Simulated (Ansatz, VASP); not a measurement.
## Two plane-wave programs on Ba

INCAR

```
SYSTEM = Ba
ALGO = Normal
EDIFF = 1E-7
ENCUT = 520
ISIF = 2
ISMEAR = -1
LASPH = .True.
LCHARG = .True.
LELF = .True.
LREAL = .False.
LVHAR = .True.
LWAVE = .False.
NBANDS = 28
NELM = 100
PREC = Accurate
SIGMA = 0.1
```

Contents of KPOINTS:

```
k-points
0
Gamma
  10 10 3
  0 0 0
```

POSCAR

```
Ba
1.0
    4.3520623537      0.0000000000      0.0000000000
   -2.1760311768      3.7689965571      0.0000000000
    0.0000000000      0.0000000000     14.1701631873
Ba
4
Direct
    1.0000000000      1.0000000000      0.0000000000
    1.0000000000      0.0000000000      0.5000000000
    0.3333333333      0.6666666667      0.2500000000
    0.6666666667      0.3333333333      0.7500000000
```

Input for Ansatz:

```yaml
crystal:
  lattice:
    - [4.3520623537, 0.0, 0.0]
    - [-2.1760311768, 3.7689965571, 0.0]
    - [0.0, 0.0, 14.1701631873]
  atoms:
    - { symbol: Ba, position: [1.0, 1.0, 0.0] }
    - { symbol: Ba, position: [1.0, 0.0, 0.5] }
    - { symbol: Ba, position: [0.3333333333, 0.6666666667, 0.25] }
    - { symbol: Ba, position: [0.6666666667, 0.3333333333, 0.75] }
hamiltonian:
  xc: lda
  pseudopotentials:
    kind: paw
    azcp:
      Ba: "pseudopotentials/Ba.paw.azcp"
basis:
  ecutwfc: 420
  fft_grid_basis: typed
kpoints:
  mp_grid: { grid: [10, 10, 3], shift: [0, 0, 0] }
magnetization:
  spin_polarized: false
scf:
  occupations: { method: fermi_dirac, width: 0.1 }
  lower_state_search: "off"
output:
  stress: true
```

Alike in both runs: task single point; functional LDA; k mesh 10 × 10 × 3; occupations fermi-dirac, width 0.1 eV; no spin polarisation.

|  | VASP | Ansatz |
| --- | --- | --- |
| version | VASP 6.6.1 | Ansatz 0.2.0 |
| potentials or method | VASP PAW LDA potentials, release 64 (Ba_sv), cutoff 520 eV | plane waves (420 eV) with PAW, scalar-relativistic |
| valence electrons in the cell | 40 | 40 |

```tsv
	VASP	Ansatz	Ansatz less VASP
pressure (GPa)	-0.6	-0.6	-0.05
```

Ansatz warns that its potentials were made for another functional, while VASP's fit it. LDA's correlation is that of Perdew and Zunger in VASP and of Perdew and Wang (1992) in Ansatz.

Spin-orbit coupling is off throughout.
